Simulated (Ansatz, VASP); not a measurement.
**Nb in VASP and in Ansatz**

```
Nb
1.0
     0.00000    2.07880    2.07880
     2.07880    0.00000    2.07880
     2.07880    2.07880    0.00000
Nb
1
Direct
  0.00000 0.00000 0.00000
```

Alike in both runs: task single point; functional r2SCAN; k mesh 14 × 14 × 14; occupations fermi-dirac, width 0.1 eV; no spin polarisation.

```csv
,VASP,Ansatz
version,VASP 6.6.1,Ansatz 0.2.0
potentials or method,"VASP PAW PBE potentials, release 64 (Nb_sv), cutoff 520 eV","plane waves (500 eV) with PAW, scalar-relativistic"
valence electrons in the cell,13,13
```

|  | VASP | Ansatz | Ansatz less VASP |
| --- | --- | --- | --- |
| pressure (GPa) | 7.0 | 7.2 | +0.16 |

VASP's potentials were made for PBE, not for r2SCAN.
